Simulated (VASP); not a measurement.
Ag6HAu6 (a cell with a defect), 13 atoms in the cell. The cell holds a defect, 13 atoms: a = 5.870 Å, b = 8.806 Å, c = 4.697 Å, α = 90.00°, β = 90.00°, γ = 120.00°. 

- Program: VASP 6.6.1
- Task: single point
- Functional: LDA
- Potentials or basis: VASP PAW LDA potentials, release 64 (Ag, Au, H)
- Cutoff: 520 eV
- k mesh: 3 × 2 × 3
- Occupations: fermi-dirac, width 0.05 eV
- Spin: no spin polarisation
- Dipole correction: no
- Further INCAR settings: ALGO = Normal; EDIFF = 1e-07; NBANDS = 78

Potentials or basis: VASP PAW LDA potentials, release 64 (Ag, Au, H).

The run is started by

```console
$ cat potpaw_LDA.64/Ag/POTCAR potpaw_LDA.64/Au/POTCAR potpaw_LDA.64/H/POTCAR > POTCAR
$ mpirun -np 1 vasp_std > vasp.out
```

Hardware: 1 thread of Intel Xeon 6975P-C (shared host).

How long does it take, and how much memory?

It took 2.3 min on 1 thread of Intel Xeon 6975P-C, on a shared host, peak memory 0.34 GiB. Counts: scf iterations 14, k points 10.
